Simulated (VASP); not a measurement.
# Ni (P6_3/mmc) in VASP: notebook

The runs below take Ni through single point, with PBEsol.

Everything below comes from runs of VASP 6.6.1. Logs are shortened: lines on timing, memory, paths and dates and some standing lists are left out, and cuts for length are marked.

### Step 1. The cell of the first run

Symmetry: P6_3/mmc, No. 194, hexagonal system. Conventional cell: a = 2.390 Å, b = 2.390 Å, c = 3.915 Å, α = 90.00°, β = 90.00°, γ = 120.00°. Ni (site symmetry -6m2) has 12 Ni at 2.39 Å within 3.2 Å.

This isn't the form of Ni at room conditions, which is fcc.

### Step 2. Single point, PBEsol, collinear spin, ferromagnetic start

Contents of INCAR:

```
SYSTEM = Ni
  ALGO = Normal
  EDIFF = 1E-7
  ENCUT = 520
  GGA = PS
  ISIF = 2
  ISMEAR = -1
  ISPIN = 2
  LASPH = .True.
  LCHARG = .False.
  LMAXMIX = 4
  LORBIT = 11
  LREAL = .False.
  LWAVE = .False.
  MAGMOM = 1 1
  NBANDS = 21
  NELM = 150
  PREC = Accurate
  SIGMA = 0.05
```

Contents of KPOINTS:

```
k-points
0
Gamma
  12 12 7
  0 0 0
```

Contents of POSCAR:

```
Ni
1.0
    2.3895371951      0.0000000000      0.0000000000
   -1.1947685975      2.0693999142      0.0000000000
    0.0000000000      0.0000000000      3.9150471584
Ni
2
Direct
    0.6666666667      0.3333333333      0.7500000000
    0.3333333333      0.6666666667      0.2500000000
```

Potentials or basis: VASP PAW PBE potentials, release 64 (Ni).

Run with:

```sh
$ cat potpaw_PBE.64/Ni/POTCAR > POTCAR
$ mpirun -np 1 vasp_std > vasp.out
```

OUTCAR:

```text
SYSTEM = Ni
   EDIFF = 1E-7
   ENCUT = 520
   GGA = PS
   ISIF = 2
   ISMEAR = -1
   ISPIN = 2
   LASPH = .True.
   LORBIT = 11
   LREAL = .False.
   NELM = 150
   PREC = Accurate

 ion  position               nearest neighbor table
   1  0.667  0.333  0.750-   2 2.39   2 2.39   2 2.39   2 2.39   2 2.39   2 2.39
   2  0.333  0.667  0.250-   1 2.39   1 2.39   1 2.39   1 2.39   1 2.39   1 2.39

  LATTYP: Found a hexagonal cell.
 ALAT       =     2.3895371951
 C/A-ratio  =     1.6384123111

  Lattice vectors:

 A1 = (   2.3895371951,   0.0000000000,   0.0000000000)
 A2 = (  -1.1947685975,   2.0693999142,   0.0000000000)
 A3 = (   0.0000000000,   0.0000000000,   3.9150471584)

Analysis of symmetry for initial positions (statically):
=====================================================================
 Subroutine PRICEL returns:
 Original cell was already a primitive cell.

 Routine SETGRP: Setting up the symmetry group for a
 hexagonal supercell.

 Subroutine GETGRP returns: Found 24 space group operations
 (whereof 12 operations were pure point group operations)
 out of a pool of 24 trial point group operations.

The static configuration has the point symmetry D_3d.
 The point group associated with its full space group is D_6h.

Analysis of symmetry for dynamics (positions and initial velocities):
=====================================================================
 Subroutine PRICEL returns:
 Original cell was already a primitive cell.

 Routine SETGRP: Setting up the symmetry group for a
 hexagonal supercell.

 Subroutine GETGRP returns: Found 24 space group operations
 (whereof 12 operations were pure point group operations)
 out of a pool of 24 trial point group operations.

The dynamic configuration has the point symmetry D_3d.
 The point group associated with its full space group is D_6h.

Analysis of structural, dynamic, and magnetic symmetry:
=====================================================================
 Subroutine PRICEL returns:
 Original cell was already a primitive cell.

 Routine SETGRP: Setting up the symmetry group for a
 hexagonal supercell.

 Subroutine GETGRP returns: Found 24 space group operations
 (whereof 12 operations were pure point group operations)
 out of a pool of 24 trial point group operations.

The overall configuration has the point symmetry D_3d.
 The point group associated with its full space group is D_6h.

 Subroutine INISYM returns: Found 24 space group operations
 (whereof 12 operations are pure point group operations),
 and found     1 'primitive' translations

----------------------------------------------------------------------------------------

                                     Primitive cell

  volume of cell :      19.3595

  direct lattice vectors                    reciprocal lattice vectors
     2.389537195  0.000000000  0.000000000     0.418491079  0.241615937  0.000000000
    -1.194768597  2.069399914  0.000000000     0.000000000  0.483231875  0.000000000
     0.000000000  0.000000000  3.915047158     0.000000000  0.000000000  0.255424765

  length of vectors
     2.389537195  2.389537195  3.915047158     0.483231875  0.483231875  0.255424765

  position of ions in fractional coordinates (direct lattice)
     0.666666667  0.333333333  0.750000000
     0.333333333  0.666666667  0.250000000

  ion indices of the primitive-cell ions
   primitive index   ion index
                 1           1
                 2           2

----------------------------------------------------------------------------------------

 KPOINTS: k-points

Automatic generation of k-mesh.
 Grid dimensions read from file:
 generate k-points for:   12   12    7

 Generating k-lattice:

  Cartesian coordinates                     Fractional coordinates (reciprocal lattice)
     0.034874257  0.020134661  0.000000000     0.083333333  0.000000000  0.000000000
     0.000000000  0.040269323  0.000000000     0.000000000  0.083333333  0.000000000
     0.000000000  0.000000000  0.036489252     0.000000000  0.000000000  0.142857143

  Length of vectors
     0.040269323  0.040269323  0.036489252

  Shift w.r.t. Gamma in fractional coordinates (k-lattice)
     0.000000000  0.000000000  0.000000000

 Subroutine IBZKPT returns following result:
 ===========================================

 Found     76 irreducible k-points:

 Following reciprocal coordinates:
            Coordinates               Weight
  0.000000  0.000000  0.000000      1.000000
  0.083333 -0.000000  0.000000      6.000000
  0.166667  0.000000  0.000000      6.000000
  0.250000  0.000000  0.000000      6.000000
  0.333333  0.000000  0.000000      6.000000
  0.416667  0.000000  0.000000      6.000000
[... 16 lines left out ...]
  0.250000  0.000000  0.142857     12.000000
  0.333333  0.000000  0.142857     12.000000
 [... further k-points ...]
   k-points           NKPTS =     76   k-points in BZ     NKDIM =     76   number of bands    NBANDS=     21
   number of dos      NEDOS =    301   number of ions     NIONS =      2
   total plane-waves  NPLWV =   9720
   dimension x,y,z NGX =    18 NGY =   18 NGZ =   30
   dimension x,y,z NGXF=    36 NGYF=   36 NGZF=   60
   ions per type =               2
   NGX,Y,Z   is equivalent  to a cutoff of  12.52, 12.52, 12.74 a.u.
   NGXF,Y,Z  is equivalent  to a cutoff of  25.05, 25.05, 25.48 a.u.
 SYSTEM =  Ni
   PREC   = accura    normal or accurate (medium, high low for compatibility)
   ISTART =      0    job   : 0-new  1-cont  2-samecut
   ICHARG =      2    charge: 1-file 2-atom 10-const
   ISPIN  =      2    spin polarized calculation?
   LNONCOLLINEAR =      F non collinear calculations
   LSORBIT =      F    spin-orbit coupling
   LASPH  =      T    aspherical Exc in radial PAW
   ENCUT  =  520.0 eV  38.22 Ry    6.18 a.u.   4.44  4.44  7.28*2*pi/ulx,y,z
   NELM   =    150;   NELMIN=  2; NELMDL= -5     # of ELM steps
   EDIFF  = 0.1E-06   stopping-criterion for ELM
   LREAL  =      F    real-space projection
   EDIFFG = 0.1E-05   stopping-criterion for IOM
   NSW    =      0    number of steps for IOM
   IBRION =     -1    ionic relax: 0-MD 1-quasi-New 2-CG
   NFREE  =      0    steps in history (QN), initial steepest desc. (CG)
   ISIF   =      2    stress and relaxation
   ISYM   =      2    0-nonsym 1-usesym 2-fastsym
   POTIM  = 0.5000    time-step for ionic-motion
   TEBEG  =    0.0;   TEEND  =   0.0 temperature during run
   PSTRESS=    0.0 pullay stress
   NELECT =      20.0000    total number of electrons
   NUPDOWN=      -1.0000    fix difference up-down
   EMIN   =  10.00;   EMAX   =-10.00  energy-range for DOS
   EFERMI =   0.00;   METHOD = LEGACY
   ISMEAR =    -1;   SIGMA  =   0.05  broadening in eV -4-tet -1-fermi 0-gaus
   EFERMI_NEDOS =   21; number of points for ismear=-14 and -15
   IALGO  =     38    algorithm
   IMIX   =      4    mixing-type and parameters
     AMIX     =   0.40;   BMIX     =  1.00
     AMIX_MAG =   1.60;   BMIX_MAG =  1.00
  volume/ion in A,a.u.               =       9.68        65.32
  Fermi-wavevector in a.u.,A,eV,Ry     =   1.654956  3.127413 37.264711  2.738879
  Thomas-Fermi vector in A             =   2.743135
   LORBIT       =     11    0 simple, 1 ext, 2 COOP (PROOUT), +10 PAW based schemes
   GGA     = PS    functional components
   LHFCALC =     F    Hartree Fock is set to
   AEXX    =    0.0000 exact exchange contribution
   IVDW    =     0    specifies the selected vdW correction
   LEPSILON=     F    determine dielectric tensor
   LRPA    =     F    only Hartree local field effects (RPA)
 spin polarized calculation
  energy-cutoff  :      520.00
  volume of cell :       19.36
 maximum number of plane-waves:       549
 NGX is ok and might be reduce to    18
   NGX =  9   NGY =  9   NGZ = 15

 number of electron      19.9999999 magnetization       1.1924328

 Free energy of the ion-electron system (eV)
  ---------------------------------------------------
  ext. energy  EPLUGINS =         0.00000000
  ---------------------------------------------------
  free energy    TOTEN  =       -12.14769246 eV

  energy without entropy =      -12.11430563  energy(sigma->0) =      -12.13099905

 E-fermi :  10.9695     XC(G=0): -14.1429

 val. band max:       10.9683794785   @ k =   0.4167   0.0000   0.0000
 cond. band min:      10.9720878832   @ k =   0.3333   0.2500   0.4286
 fundamental gap:      0.0037084047
 Fermi energy:        10.9694629551

 spin component 1

 k-point     1 :       0.0000    0.0000    0.0000
  band No.  band energies     occupation
      1       1.0358      1.00000
      2       5.4254      1.00000
      3       8.2232      1.00000
      4       8.3270      1.00000
      5       8.3270      1.00000
      6       8.6526      1.00000
[... 13 lines left out ...]
     20      38.8553      0.00000
     21      43.7130      0.00000
[... 529 lines left out ...]
 k-point    24 :       0.3333    0.0000    0.1429
  band No.  band energies     occupation
      1       4.6452      1.00000
      2       6.3104      1.00000
      3       6.6935      1.00000
      4       7.5398      1.00000
      5       8.3108      1.00000
      6       8.5067      1.00000
[... 13 lines left out ...]
     20      37.4234      0.00000
     21      41.1489      0.00000

 [... further k-points ...]

 spin component 2

 k-point     1 :       0.0000    0.0000    0.0000
  band No.  band energies     occupation
      1       1.0368      1.00000
      2       5.8016      1.00000
      3       8.8715      1.00000
      4       8.9549      1.00000
      5       8.9549      1.00000
      6       9.2997      1.00000
[... 13 lines left out ...]
     20      38.9615      0.00000
     21      43.6844      0.00000
[... 529 lines left out ...]
 k-point    24 :       0.3333    0.0000    0.1429
  band No.  band energies     occupation
      1       4.7418      1.00000
      2       6.7668      1.00000
      3       7.1265      1.00000
      4       8.0351      1.00000
      5       8.8911      1.00000
      6       9.1119      1.00000
[... 13 lines left out ...]
     20      37.5329      0.00000
     21      41.2230      0.00000

 [... further k-points ...]

------------------------ aborting loop because EDIFF is reached ----------------------------------------

  FORCE on cell =-STRESS in cart. coord.  units (eV):
  Direction    XX          YY          ZZ          XY          YZ          ZX
  --------------------------------------------------------------------------------------
  -------------------------------------------------------------------------------------
  Total        2.3642544      2.3642544      2.3765037      0.0000000      0.0000000      0.0000000
  in kB      195.6633848    195.6633848    196.6771303      0.0000000      0.0000000      0.0000000
  external PRESSURE =     196.0013000 kB  Pullay stress =       0.0000000 kB

 VOLUME and BASIS-vectors are now :
 -----------------------------------------------------------------------------
  energy-cutoff  :      520.00
  volume of cell :       19.36
      direct lattice vectors                 reciprocal lattice vectors
     2.389537195  0.000000000  0.000000000     0.418491079  0.241615937  0.000000000
    -1.194768597  2.069399914  0.000000000     0.000000000  0.483231875  0.000000000
     0.000000000  0.000000000  3.915047158     0.000000000  0.000000000  0.255424765

 POSITION                                       TOTAL-FORCE (eV/Angst)
 -----------------------------------------------------------------------------------
      1.19477      0.68980      2.93629         0.000000     -0.000000      0.000000
     -0.00000      1.37960      0.97876        -0.000000      0.000000     -0.000000
 -----------------------------------------------------------------------------------
    total drift:                                0.000000     -0.000000     -0.000000

  FREE ENERGIE OF THE ION-ELECTRON SYSTEM (eV)
  ---------------------------------------------------
  free  energy   TOTEN  =       -12.1476924616 eV

  energy  without entropy=      -12.1143056331  energy(sigma->0) =      -12.13099905

 total charge

# of ion       s       p       d       tot
------------------------------------------
    1        0.553   0.617   8.380   9.551
    2        0.553   0.617   8.380   9.551
--------------------------------------------------
tot          1.106   1.234  16.761  19.101

 magnetization (x)

# of ion       s       p       d       tot
------------------------------------------
    1       -0.005  -0.024   0.625   0.596
    2       -0.005  -0.024   0.625   0.596
--------------------------------------------------
tot         -0.010  -0.048   1.250   1.192
```

It took 89 s on 1 thread of Intel Xeon 8259CL, shared host; peak memory 0.17 GiB.

Results:

| Quantity | Value |
| --- | --- |
| Free energy | -12.1477 eV |
| Pressure | 19.6 GPa |
| Net moment | 1.19 μB per cell |
| Site moments | Ni +0.60 μB |
| Valence electrons inside the program's atomic spheres | Ni 9.55 |

Caveat: the cell stands under pressure; the PAW data sets were made with another functional, which shifts forces and pressure a little.

[end of part 1 of 2]
